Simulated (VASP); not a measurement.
As:

```xyz
2
Lattice="1.8774 1.0839 3.7043 -1.8774 1.0839 3.7043 0.0000 -2.1678 3.7043" Properties=species:S:1:pos:R:3 pbc="T T T"
As    0.0000    0.0000    2.4941
As    0.0000    0.0000    8.6189
```

- Program: VASP 6.6.1
- Task: relaxation of cell and atoms
- Functional: PBE
- Dispersion: D3(BJ)
- Potentials or basis: VASP PAW PBE potentials, release 64 (As)
- Cutoff: 600 eV
- k mesh: 15 × 15 × 15
- Occupations: gaussian, width 0.1 eV
- Spin: no spin polarisation

At the start: pressure -0.8 GPa; volume 22.61 Å³/atom.

Problem. Where does the relaxation end?

Solution. Over 13 steps the energy falls by 23.8 meV/atom and the volume is 20.91 Å³/atom (-7.5 %); space group R-3m (No. 166, to 0.1 Å) before and after.

The path:
```csv
step,energy change (eV),largest force (eV/Å),pressure (GPa),volume (Å³)
1,0.0000,0.2870,-0.80,45.23
2,-0.0116,0.1816,-0.52,44.49
3,-0.0260,0.0426,0.54,42.44
4,-0.0364,0.1170,0.04,42.31
5,-0.0446,0.1883,-0.65,42.08
6,-0.0448,0.1961,-0.77,42.03
7,-0.0443,0.0887,0.95,41.11
8,-0.0470,0.0603,0.01,41.59
9,-0.0474,0.0350,0.03,41.68
10,-0.0476,0.0063,0.05,41.77
11,-0.0476,0.0019,0.05,41.80
12,-0.0476,0.0061,-0.08,41.87
13,-0.0476,0.0013,0.00,41.83
```

Final structure:
```
As
1.0
     1.89388    1.09343    3.36648
    -1.89388    1.09343    3.36648
     0.00000   -2.18686    3.36648
As
2
Direct
  0.23063 0.23063 0.23063
  0.76937 0.76937 0.76937
```
